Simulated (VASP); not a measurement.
# In3As (Pm-3m) in VASP: further runs, part 2 of 3

VASP 6.6.1.

## (4) Single point, r2SCAN

This run uses another cell than the first one, of 26.51 Å³/atom.

POSCAR

```
In3As
1.0
    4.7331575368      0.0000000000      0.0000000000
    0.0000000000      4.7331575368      0.0000000000
    0.0000000000      0.0000000000      4.7331575368
In As
3 1
Direct
    0.0000000000      0.5000000000      0.5000000000
    0.5000000000      0.0000000000      0.5000000000
    0.5000000000      0.5000000000      0.0000000000
    0.0000000000      0.0000000000      0.0000000000
```

INCAR.step1

```
SYSTEM = In3As
PREC = Accurate ; ENCUT = 520
ISMEAR = -1 ; SIGMA = 0.1
LREAL = .False. ; LASPH = .True.
NELM = 60 ; NBANDS = 30
GGA = PE ; ALGO = Normal
EDIFF = 1E-4 ; LWAVE = .True.
LCHARG = .False.
```

INCAR.step2

```
SYSTEM = In3As
PREC = Accurate ; ENCUT = 520
EDIFF = 1E-6 ; ISMEAR = -1
SIGMA = 0.1 ; LREAL = .False.
LASPH = .True. ; NELM = 60
ALGO = Normal ; ISIF = 2
LWAVE = .False. ; LCHARG = .False.
METAGGA = R2SCAN ; LMIXTAU = .True.
NBANDS = 30 ; ISTART = 1
```

KPOINTS

```
Automatic mesh
0
Gamma
  4 4 4
  0 0 0
```

Potentials or basis: VASP PAW PBE potentials, release 64 (In_d, As).

Launch:

```
cat potpaw_PBE.64/In_d/POTCAR potpaw_PBE.64/As/POTCAR > POTCAR
cp INCAR.step1 INCAR
mpirun -np 1 vasp_std > vasp.out
cp INCAR.step2 INCAR
mpirun -np 1 vasp_std > vasp.out
```

OUTCAR:

```text
SYSTEM = In3As
   PREC = Accurate
   ENCUT = 520
   EDIFF = 1E-6
   ISMEAR = -1
   LREAL = .False.
   LASPH = .True.
   NELM = 60
   ISIF = 2
   METAGGA = R2SCAN
   ISTART = 1

 ion  position               nearest neighbor table
   1  0.000  0.500  0.500-   2 3.35   3 3.35   4 3.35   3 3.35   4 3.35   2 3.35   4 3.35   4 3.35
                             2 3.35   3 3.35   3 3.35   2 3.35
   2  0.500  0.000  0.500-   1 3.35   3 3.35   4 3.35   3 3.35   4 3.35   1 3.35   3 3.35   3 3.35
                             1 3.35   4 3.35   4 3.35   1 3.35
   3  0.500  0.500  0.000-   1 3.35   2 3.35   4 3.35   1 3.35   2 3.35   2 3.35   4 3.35   2 3.35
                             1 3.35   4 3.35   1 3.35   4 3.35
   4  0.000  0.000  0.000-   1 3.35   2 3.35   3 3.35   1 3.35   2 3.35   1 3.35   3 3.35   1 3.35
                             2 3.35   3 3.35   2 3.35   3 3.35

  LATTYP: Found a simple cubic cell.
 ALAT       =     4.7331575368

  Lattice vectors:

 A1 = (   4.7331575368,   0.0000000000,   0.0000000000)
 A2 = (   0.0000000000,   4.7331575368,   0.0000000000)
 A3 = (   0.0000000000,   0.0000000000,   4.7331575368)

Analysis of symmetry for initial positions (statically):
=====================================================================
 Subroutine PRICEL returns:
 Original cell was already a primitive cell.

 Routine SETGRP: Setting up the symmetry group for a
 simple cubic supercell.

 Subroutine GETGRP returns: Found 48 space group operations
 (whereof 48 operations were pure point group operations)
 out of a pool of 48 trial point group operations.

The static configuration has the point symmetry O_h .

Analysis of symmetry for dynamics (positions and initial velocities):
=====================================================================
 Subroutine PRICEL returns:
 Original cell was already a primitive cell.

 Routine SETGRP: Setting up the symmetry group for a
 simple cubic supercell.

 Subroutine GETGRP returns: Found 48 space group operations
 (whereof 48 operations were pure point group operations)
 out of a pool of 48 trial point group operations.

The dynamic configuration has the point symmetry O_h .

 Subroutine INISYM returns: Found 48 space group operations
 (whereof 48 operations are pure point group operations),
 and found     1 'primitive' translations

----------------------------------------------------------------------------------------

                                     Primitive cell

  volume of cell :     106.0359

  direct lattice vectors                    reciprocal lattice vectors
     4.733157537  0.000000000  0.000000000     0.211275452  0.000000000  0.000000000
     0.000000000  4.733157537  0.000000000     0.000000000  0.211275452  0.000000000
     0.000000000  0.000000000  4.733157537     0.000000000  0.000000000  0.211275452

  length of vectors
     4.733157537  4.733157537  4.733157537     0.211275452  0.211275452  0.211275452

  position of ions in fractional coordinates (direct lattice)
     0.000000000  0.500000000  0.500000000
     0.500000000  0.000000000  0.500000000
     0.500000000  0.500000000  0.000000000
     0.000000000  0.000000000  0.000000000

  ion indices of the primitive-cell ions
   primitive index   ion index
                 1           1
                 2           2
                 3           3
[... 29 lines left out ...]
            Coordinates               Weight
  0.000000  0.000000  0.000000      1.000000
  0.250000  0.000000  0.000000      6.000000
  0.500000  0.000000  0.000000      3.000000
  0.250000  0.250000  0.000000     12.000000
  0.500000  0.250000  0.000000     12.000000
  0.500000  0.500000  0.000000      3.000000
  0.250000  0.250000  0.250000      8.000000
  0.500000  0.250000  0.250000     12.000000
  0.500000  0.500000  0.250000      6.000000
  0.500000  0.500000  0.500000      1.000000
   k-points           NKPTS =     10   k-points in BZ     NKDIM =     10   number of bands    NBANDS=     30
   number of dos      NEDOS =    301   number of ions     NIONS =      4
   total plane-waves  NPLWV =  46656
   dimension x,y,z NGX =    36 NGY =   36 NGZ =   36
   dimension x,y,z NGXF=    72 NGYF=   72 NGZF=   72
   ions per type =               3   1
   NGX,Y,Z   is equivalent  to a cutoff of  12.64, 12.64, 12.64 a.u.
   NGXF,Y,Z  is equivalent  to a cutoff of  25.29, 25.29, 25.29 a.u.
 SYSTEM =  In3As
   PREC   = accura    normal or accurate (medium, high low for compatibility)
   ISTART =      1    job   : 0-new  1-cont  2-samecut
   ICHARG =      0    charge: 1-file 2-atom 10-const
   ISPIN  =      1    spin polarized calculation?
   LNONCOLLINEAR =      F non collinear calculations
   LSORBIT =      F    spin-orbit coupling
   LASPH  =      T    aspherical Exc in radial PAW
   ENCUT  =  520.0 eV  38.22 Ry    6.18 a.u.   8.80  8.80  8.80*2*pi/ulx,y,z
   NELM   =     60;   NELMIN=  2; NELMDL=  0     # of ELM steps
   EDIFF  = 0.1E-05   stopping-criterion for ELM
   LREAL  =      F    real-space projection
   EDIFFG = 0.1E-04   stopping-criterion for IOM
   NSW    =      0    number of steps for IOM
   IBRION =     -1    ionic relax: 0-MD 1-quasi-New 2-CG
   NFREE  =      0    steps in history (QN), initial steepest desc. (CG)
   ISIF   =      2    stress and relaxation
   ISYM   =      2    0-nonsym 1-usesym 2-fastsym
   POTIM  = 0.5000    time-step for ionic-motion
   TEBEG  =    0.0;   TEEND  =   0.0 temperature during run
   PSTRESS=    0.0 pullay stress
   NELECT =      44.0000    total number of electrons
   NUPDOWN=      -1.0000    fix difference up-down
   EMIN   =  10.00;   EMAX   =-10.00  energy-range for DOS
   EFERMI =   0.00;   METHOD = LEGACY
   ISMEAR =    -1;   SIGMA  =   0.10  broadening in eV -4-tet -1-fermi 0-gaus
   EFERMI_NEDOS =   21; number of points for ismear=-14 and -15
   IALGO  =     38    algorithm
   IMIX   =      4    mixing-type and parameters
     AMIX     =   0.40;   BMIX     =  1.00
     AMIX_MAG =   1.60;   BMIX_MAG =  1.00
  volume/ion in A,a.u.               =      26.51       178.89
  Fermi-wavevector in a.u.,A,eV,Ry     =   1.221072  2.307492 20.286530  1.491018
  Thomas-Fermi vector in A             =   2.356268
   LORBIT       =      0    0 simple, 1 ext, 2 COOP (PROOUT), +10 PAW based schemes
   METAGGA = R2SCAN    functional components
   LHFCALC =     F    Hartree Fock is set to
   AEXX    =    0.0000 exact exchange contribution
   IVDW    =     0    specifies the selected vdW correction
   LEPSILON=     F    determine dielectric tensor
   LRPA    =     F    only Hartree local field effects (RPA)
 non-spin polarized calculation
  energy-cutoff  :      520.00
  volume of cell :      106.04
 maximum number of plane-waves:      2897
 NGX is ok and might be reduce to    36
   NGX = 17   NGY = 17   NGZ = 17

 number of electron      44.0000042 magnetization

 Free energy of the ion-electron system (eV)
  ---------------------------------------------------
  ext. energy  EPLUGINS =         0.00000000
  ---------------------------------------------------
  free energy    TOTEN  =       -81.94408602 eV

  energy without entropy =      -81.86419028  energy(sigma->0) =      -81.90413815

 E-fermi :   6.3427     XC(G=0): -10.6414

 val. band max:        6.1458234127   @ k =   0.5000   0.0000   0.0000
 cond. band min:       6.3559077233   @ k =   0.2500   0.0000   0.0000
 fundamental gap:      0.2100843105
 Fermi energy:         6.3427484121

 k-point     1 :       0.0000    0.0000    0.0000
  band No.  band energies     occupation
      1      -9.1206      2.00000
      2      -9.1154      2.00000
      3      -9.1154      2.00000
      4      -9.1154      2.00000
      5      -8.9499      2.00000
      6      -8.9499      2.00000
[... 319 lines left out ...]
     29      15.4537      0.00000
     30      15.4537      0.00000

------------------------ aborting loop because EDIFF is reached ----------------------------------------

  FORCE on cell =-STRESS in cart. coord.  units (eV):
  Direction    XX          YY          ZZ          XY          YZ          ZX
  --------------------------------------------------------------------------------------
  -------------------------------------------------------------------------------------
  Total       -1.8917785     -1.8917785     -1.8917785     -0.0000000      0.0000000      0.0000000
  in kB      -28.5843277    -28.5843277    -28.5843277     -0.0000000      0.0000000      0.0000000
  external PRESSURE =     -28.5843277 kB  Pullay stress =       0.0000000 kB

 VOLUME and BASIS-vectors are now :
 -----------------------------------------------------------------------------
  energy-cutoff  :      520.00
  volume of cell :      106.04
      direct lattice vectors                 reciprocal lattice vectors
     4.733157537  0.000000000  0.000000000     0.211275452  0.000000000  0.000000000
     0.000000000  4.733157537  0.000000000     0.000000000  0.211275452  0.000000000
     0.000000000  0.000000000  4.733157537     0.000000000  0.000000000  0.211275452

 POSITION                                       TOTAL-FORCE (eV/Angst)
 -----------------------------------------------------------------------------------
      0.00000      2.36658      2.36658         0.000000      0.000000      0.000000
      2.36658      0.00000      2.36658         0.000000      0.000000      0.000000
      2.36658      2.36658      0.00000         0.000000      0.000000      0.000000
      0.00000      0.00000      0.00000         0.000000      0.000000      0.000000
 -----------------------------------------------------------------------------------
    total drift:                                0.000000      0.000000      0.000000

  FREE ENERGIE OF THE ION-ELECTRON SYSTEM (eV)
  ---------------------------------------------------
  free  energy   TOTEN  =       -81.9440860155 eV

  energy  without entropy=      -81.8641902769  energy(sigma->0) =      -81.90413815
```

It took 3.8 min on 1 thread of Intel Xeon 8259CL, shared host; peak memory 0.22 GiB.

Results:

```yaml
Free_energy: -81.9441 eV
Pressure: -2.9 GPa
Band_gap_on_the_k_mesh: zero (bands 22 and 23 overlap by 3.82 eV)
```

Caveat: the PAW data sets were made with another functional, which shifts forces and pressure a little; spin-orbit coupling is left out, which moves the levels of the heavy elements.

## (5) Single point, r2SCAN

This run uses another cell than the first one, of 27.53 Å³/atom.

POSCAR

```
In3As
1.0
    4.7930772843      0.0000000000      0.0000000000
    0.0000000000      4.7930772843      0.0000000000
    0.0000000000      0.0000000000      4.7930772843
In As
3 1
Direct
    0.0000000000      0.5000000000      0.5000000000
    0.5000000000      0.0000000000      0.5000000000
    0.5000000000      0.5000000000      0.0000000000
    0.0000000000      0.0000000000      0.0000000000
```

INCAR.step1

```
  ALGO = Normal
  EDIFF = 1E-4
  ENCUT = 520
  GGA = PE
  ISMEAR = -1
  LASPH = True
  LCHARG = False
  LREAL = False
  LWAVE = True
  NBANDS = 30
  NELM = 60
  PREC = Accurate
  SIGMA = 0.1
```

INCAR.step2

```
  ALGO = Normal
  EDIFF = 1E-6
  ENCUT = 520
  ISIF = 2
  ISMEAR = -1
  ISTART = 1
  LASPH = True
  LCHARG = False
  LMIXTAU = True
  LREAL = False
  LWAVE = False
  METAGGA = R2SCAN
  NBANDS = 30
  NELM = 60
  PREC = Accurate
  SIGMA = 0.1
```

KPOINTS

```
k-points
0
Gamma
  4 4 4
```

Potentials or basis: VASP PAW PBE potentials, release 64 (In_d, As).

Launch:

```
cat potpaw_PBE.64/In_d/POTCAR potpaw_PBE.64/As/POTCAR > POTCAR
cp INCAR.step1 INCAR
mpirun -np 1 vasp_std > vasp.out
cp INCAR.step2 INCAR
mpirun -np 1 vasp_std > vasp.out
```

OUTCAR:

```text
EDIFF = 1E-6
   ENCUT = 520
   ISIF = 2
   ISMEAR = -1
   ISTART = 1
   LASPH = True
   LREAL = False
   METAGGA = R2SCAN
   NELM = 60
   PREC = Accurate

 ion  position               nearest neighbor table
   1  0.000  0.500  0.500-   2 3.39   3 3.39   4 3.39   3 3.39   4 3.39   2 3.39   4 3.39   4 3.39
                             2 3.39   3 3.39   3 3.39   2 3.39
   2  0.500  0.000  0.500-   1 3.39   3 3.39   4 3.39   3 3.39   4 3.39   1 3.39   3 3.39   3 3.39
                             1 3.39   4 3.39   4 3.39   1 3.39
[... 517 lines left out ...]
  Direction    XX          YY          ZZ          XY          YZ          ZX
  --------------------------------------------------------------------------------------
  -------------------------------------------------------------------------------------
  Total       -2.7367037     -2.7367037     -2.7367037     -0.0000000     -0.0000000     -0.0000000
  in kB      -39.8194329    -39.8194329    -39.8194329     -0.0000000     -0.0000000     -0.0000000
  external PRESSURE =     -39.8194329 kB  Pullay stress =       0.0000000 kB

 VOLUME and BASIS-vectors are now :
 -----------------------------------------------------------------------------
  energy-cutoff  :      520.00
  volume of cell :      110.11
      direct lattice vectors                 reciprocal lattice vectors
     4.793077284  0.000000000  0.000000000     0.208634232  0.000000000  0.000000000
     0.000000000  4.793077284  0.000000000     0.000000000  0.208634232  0.000000000
     0.000000000  0.000000000  4.793077284     0.000000000  0.000000000  0.208634232

 POSITION                                       TOTAL-FORCE (eV/Angst)
 -----------------------------------------------------------------------------------
      0.00000      2.39654      2.39654         0.000000      0.000000      0.000000
      2.39654      0.00000      2.39654         0.000000      0.000000      0.000000
      2.39654      2.39654      0.00000         0.000000      0.000000      0.000000
      0.00000      0.00000      0.00000         0.000000      0.000000      0.000000
 -----------------------------------------------------------------------------------
    total drift:                                0.000000      0.000000      0.000000

  FREE ENERGIE OF THE ION-ELECTRON SYSTEM (eV)
  ---------------------------------------------------
  free  energy   TOTEN  =       -81.8592979343 eV

  energy  without entropy=      -81.7722485732  energy(sigma->0) =      -81.81577325
```

OSZICAR.step1:

```text
N       E                     dE             d eps       ncg     rms          rms(c)
DAV:   1     0.389781912041E+03    0.38978E+03   -0.20979E+04   600   0.183E+03
DAV:   2     0.252343035243E+02   -0.36455E+03   -0.35724E+03   600   0.434E+02
DAV:   3    -0.107406966046E+02   -0.35975E+02   -0.35196E+02   756   0.155E+02
DAV:   4    -0.121532543301E+02   -0.14126E+01   -0.14083E+01   684   0.325E+01
DAV:   5    -0.122185859758E+02   -0.65332E-01   -0.65327E-01   880   0.594E+00    0.365E+00
DAV:   6    -0.119834415539E+02    0.23514E+00   -0.90264E-01   788   0.625E+00    0.204E+00
DAV:   7    -0.119770404091E+02    0.64011E-02   -0.73289E-02   712   0.146E+00    0.906E-01
DAV:   8    -0.119728586673E+02    0.41817E-02   -0.11035E-02   796   0.568E-01    0.190E-01
DAV:   9    -0.119724908773E+02    0.36779E-03   -0.17749E-03   686   0.207E-01    0.730E-02
DAV:  10    -0.119725031917E+02   -0.12314E-04   -0.29298E-04   538   0.176E-01
   1 F= -.11972503E+02 E0= -.11927365E+02  d E =-.902756E-01
```

It took 3.7 min on 1 thread of Intel Xeon 8259CL, shared host; peak memory 0.22 GiB.

What came out:

- Free energy: -81.8593 eV
- Pressure: -4.0 GPa
- Band gap on the k mesh: zero (bands 22 and 23 overlap by 3.60 eV)

Caveat: the cell stands under tension; the PAW data sets were made with another functional, which shifts forces and pressure a little; spin-orbit coupling is left out, which moves the levels of the heavy elements.

(Part 2 of 3 ends here.)
